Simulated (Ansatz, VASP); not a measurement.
## One calculation of Sn, two programs

```
Sn
1.0
    -1.81287    1.86432    2.33834
     1.81287   -1.86432    2.33834
     1.81287    1.86432   -2.33834
Sn
1
Cartesian
  0.0000 0.0000 0.0000
```

Change from the starting cell: strain +0.0500 x Voigt [1, 1, 0, 0, 0, 0], atoms carried along.

Alike in both runs: task single point; functional r2SCAN; k mesh 20 × 20 × 20; occupations gaussian, width 0.15 eV; no spin polarisation.

|  | VASP | Ansatz |
| --- | --- | --- |
| version | VASP 6.6.1 | Ansatz 0.2.0 |
| potentials or method | VASP PAW PBE potentials, release 64 (Sn_d), cutoff 520 eV | scalar-relativistic, plane waves, PAW |
| valence electrons in the cell | 14 | 14 |

|  | VASP | Ansatz | Ansatz less VASP |
| --- | --- | --- | --- |
| gap on the k mesh at the Fermi level (eV) | none | none | - |
| pressure (GPa) | -5.4 | -5.4 | +0.05 |
| traceless stress, the component that is largest in VASP (GPa) | -0.18 | -0.18 | +0.003 |

VASP's potentials were made for PBE, not for r2SCAN. A gap of «none» marks a metal or a gap that the smearing closes. The functional is the same, so the differences come from potentials, cutoffs and numerics.
